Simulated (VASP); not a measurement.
## Al2O3: single point with PBEsol

Crystal: Al2O3.

```
CELL_PARAMETERS angstrom
2.98850 0.00000 0.00000
-1.49425 2.58811 0.00000
0.00000 0.00000 7.97222
ATOMIC_POSITIONS crystal
Al 0.00000 0.00000 0.70963
Al 0.00000 0.00000 0.29037
O 0.00000 0.00000 0.50000
O 0.66667 0.33333 0.78417
O 0.33333 0.66667 0.21583
```

* Program: VASP 6.6.1
* Task: single point
* Functional: PBEsol
* Potentials or basis: VASP PAW PBE potentials, release 64 (Al, O)
* Cutoff: 520 eV
* k mesh: 10 × 10 × 4
* Occupations: fermi-dirac, width 0.05 eV
* Spin: no spin polarisation
* Dipole correction: no
* Further INCAR settings: ALGO = Normal; EDIFF = 1e-06; NBANDS = 20

- Pressure: 0.3 GPa
- Largest force: 0.091 eV/Å
- Band gap on the k mesh: 2.39 eV, direct

Forces on the atoms (eV/Å):
```
Al   0.000  0.000  0.091
Al   0.000  0.000 -0.091
O    0.000  0.000  0.000
O    0.000  0.000  0.001
O    0.000  0.000 -0.001
```

Stress tensor (GPa, compression positive):
```
0.10 0.00 0.00
0.00 0.10 0.00
0.00 0.00 0.66
```

Levels at points of the mesh, in eV from the valence-band top:
```
           k point  band 8  band 9  band 10  band 11  band 12  band 13  band 14  band 15  band 16  band 17
(0.00, 0.00, 0.00)   -3.77   -3.77    -2.57     0.00     0.00     2.39     4.21     7.07     9.60    10.34
(0.50, 0.00, 0.00)   -4.38   -3.60    -3.24    -1.83    -0.51     4.60     6.09     8.33     8.84     9.53
(0.00, 0.00, 0.50)   -3.77   -3.77    -3.04     0.00     0.00     3.22     3.31     8.04     8.06    11.67
(0.50, 0.00, 0.50)   -4.41   -3.55    -3.36    -1.79    -0.51     4.88     5.71     8.18     8.64    10.12
```

Run time: 38 s on 1 thread of Intel(R) Xeon(R) Platinum 8488C (Sapphire Rapids), on a shared host, peak memory 0.19 GiB.

Caveat: the PAW data sets were made with another functional, which shifts forces and pressure a little. A k mesh can miss the band edges.
